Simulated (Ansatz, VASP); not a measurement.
**One calculation of NaAu7, two programs**

The input INCAR:

```
PREC = Accurate
ENCUT = 520
EDIFF = 1E-6
ISMEAR = 0
SIGMA = 0.1
LREAL = False
LASPH = True
NELM = 100
ALGO = Normal
ISIF = 2
LWAVE = False
LCHARG = False
GGA = PE
NBANDS = 52
```

The input KPOINTS:

```
Automatic mesh
0
Gamma
  8 8 8
```

POSCAR

```
NaAu7
1.0
    0.0000000000      4.1698213534      4.1698213534
    4.1698213534      0.0000000000      4.1698213534
    4.1698213534      4.1698213534      0.0000000000
Na Au
1 7
Direct
    0.0000000000      0.0000000000      0.0000000000
    0.5000000000      0.5000000000      0.5000000000
    0.0000000000      0.5000000000      0.0000000000
    0.5000000000      0.0000000000      0.0000000000
    0.0000000000      0.5000000000      0.5000000000
    0.5000000000      0.0000000000      0.5000000000
    0.0000000000      0.0000000000      0.5000000000
    0.5000000000      0.5000000000      0.0000000000
```

Input for Ansatz:

```yaml
crystal:
  lattice:
    - [0.0, 4.1698213534, 4.1698213534]
    - [4.1698213534, 0.0, 4.1698213534]
    - [4.1698213534, 4.1698213534, 0.0]
  atoms:
    - { symbol: Na, position: [0.0, 0.0, 0.0] }
    - { symbol: Au, position: [0.5, 0.5, 0.5] }
    - { symbol: Au, position: [0.0, 0.5, 0.0] }
    - { symbol: Au, position: [0.5, 0.0, 0.0] }
    - { symbol: Au, position: [0.0, 0.5, 0.5] }
    - { symbol: Au, position: [0.5, 0.0, 0.5] }
    - { symbol: Au, position: [0.0, 0.0, 0.5] }
    - { symbol: Au, position: [0.5, 0.5, 0.0] }
basis:
  ecutwfc: 420
kpoints:
  mp_grid: { grid: [8, 8, 8] }
  band_path:
    path:
      - [[0.0, 0.0, 0.0], [0.5, 0.0, 0.5], [0.625, 0.25, 0.625]]
      - [[0.375, 0.375, 0.75], [0.0, 0.0, 0.0], [0.5, 0.5, 0.5], [0.5, 0.25, 0.75], [0.5, 0.0, 0.5]]
    npoints: 14
hamiltonian:
  xc: pbe
scf:
  occupations: { method: gaussian, width: 0.1 }
  n_extra_bands: 20
output:
  forces: true
  stress: true
  eigenvalues: true
  populations: true
  dos: { projected: true, de: 0.02, nscf_kmesh: { grid: [10, 10, 10] } }
  bader: true
  write_density: true
  write_potential: true
  elf: true
  volumetric_format: npy
```

Alike in both runs: task single point; functional PBE; k mesh 8 × 8 × 8; occupations gaussian, width 0.1 eV; no spin polarisation.

|  | VASP | Ansatz |
| --- | --- | --- |
| version | VASP 6.6.1 | Ansatz 0.2.0 |
| potentials or method | VASP PAW PBE potentials, release 64 (Na_pv, Au), cutoff 520 eV | scalar-relativistic, plane waves, PAW |
| valence electrons in the cell | 84 | 142 |

```csv
,VASP,Ansatz,Ansatz less VASP
gap on the k mesh at the Fermi level (eV),none,none,-
pressure (GPa),-0.2,0.0,+0.16
```

A gap of «none» marks a metal or a gap that the smearing closes. VASP's potentials hold 84 valence electrons a cell and Ansatz's 142, so a difference there can come from the potentials and not from the codes.

Neither program's run includes spin-orbit coupling.
